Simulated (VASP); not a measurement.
A run of VASP 6.6.1 is set up as follows.

The input POSCAR:

```
Be
1.0
    2.2645998697      0.0000000000      0.0000000000
   -1.1322999349      1.9612010165      0.0000000000
    0.0000000000      0.0000000000      3.5612588026
Be
2
Direct
    0.3333333333      0.6666666667      0.2500000000
    0.6666666667      0.3333333333      0.7500000000
```

The input INCAR.step1:

```
PREC = Accurate
ENCUT = 520
ISMEAR = -1
SIGMA = 0.1
LREAL = F
LASPH = T
NELM = 80
NBANDS = 9
GGA = PE
ALGO = Normal
EDIFF = 1E-4
LWAVE = T
LCHARG = F
```

The input INCAR.step2:

```
PREC = Accurate
ENCUT = 520
EDIFF = 1E-6
ISMEAR = -1
SIGMA = 0.1
LREAL = F
LASPH = T
NELM = 80
ALGO = Normal
ISIF = 2
LWAVE = F
LCHARG = F
METAGGA = R2SCAN
LMIXTAU = T
NBANDS = 9
ISTART = 1
```

Contents of KPOINTS:

```
Automatic mesh
0
Gamma
  6 6 3
```

Potentials or basis: VASP PAW PBE potentials, release 64 (Be).

Run with:

```console
$ cat potpaw_PBE.64/Be/POTCAR > POTCAR
$ cp INCAR.step1 INCAR
$ mpirun -np 1 vasp_std > vasp.out
$ cp INCAR.step2 INCAR
$ mpirun -np 1 vasp_std > vasp.out
```

(1) Predict the pressure.

(2) What does it give for the band gap on the k mesh?

## Answers

(1) 0.8 GPa.

(2) zero (band 2 reaches 6.79 eV, above the bottom of band 3 at 5.97 eV).

Caveat: the k points lie up to 0.59 Å⁻¹ apart; the PAW data sets were made with another functional, which shifts forces and pressure a little.
